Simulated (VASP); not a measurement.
C:

```
CELL_PARAMETERS angstrom
2.52210 0.00000 0.00000
-1.26105 2.18420 0.00000
0.00000 0.00000 12.35570
ATOMIC_POSITIONS crystal
C 0.66667 0.33333 0.35417
C 0.33333 0.66667 0.85417
C 0.66667 0.33333 0.14583
C 0.33333 0.66667 0.64583
C 0.66667 0.33333 0.47917
C 0.33333 0.66667 0.97917
C 0.66667 0.33333 0.02083
C 0.33333 0.66667 0.52083
C 0.00000 0.00000 0.81250
C 0.00000 0.00000 0.31250
C 0.00000 0.00000 0.68750
C 0.00000 0.00000 0.18750
```

```yaml
Program: VASP 6.6.1
Task: relaxation of cell and atoms
Functional: LDA
Potentials_or_basis: VASP PAW LDA potentials, release 64 (C)
Cutoff: 600 eV
k_mesh: 12 × 12 × 3
Occupations: fermi-dirac, width 0.05 eV
Spin: no spin polarisation
```

At the start: pressure -12.0 GPa; volume 5.67 Å³/atom.

Problem. Where does the relaxation end?

Solution. Over 8 steps the energy falls by 7.5 meV/atom and the volume is 5.52 Å³/atom (-2.7 %); space group P6_3/mmc (No. 194, to 0.05 Å).

The path:
| step | energy change (eV) | largest force (eV/Å) | pressure (GPa) | volume (Å³) |
| --- | --- | --- | --- | --- |
| 1 | 0.0000 | 0.3390 | -12.03 | 68.06 |
| 2 | 0.0530 | 0.4979 | 17.57 | 63.95 |
| 3 | -0.0887 | 0.1211 | 0.16 | 66.21 |
| 4 | -0.0887 | 0.1172 | 0.42 | 66.17 |
| 5 | -0.0879 | 0.1449 | 0.07 | 66.22 |
| 6 | -0.0895 | 0.0401 | 0.28 | 66.19 |
| 7 | -0.0895 | 0.0345 | -0.26 | 66.27 |
| 8 | -0.0896 | 0.0015 | -0.01 | 66.23 |

Final structure:
```xyz
12
Lattice="2.4936 0.0000 0.0000 -1.2468 2.1595 0.0000 0.0000 0.0000 12.3001" Properties=species:S:1:pos:R:3 pbc="T T T"
C     1.2468    0.7198    4.3657
C     0.0000    1.4397   10.5158
C     1.2468    0.7198    1.7844
C     0.0000    1.4397    7.9344
C     1.2468    0.7198    5.8946
C     0.0000    1.4397   12.0447
C     1.2468    0.7198    0.2555
C     0.0000    1.4397    6.4056
C     2.4936    0.0000   10.0016
C    -1.2468    2.1595    3.8516
C     0.0000    0.0000    8.4486
C     0.0000    0.0000    2.2985
```
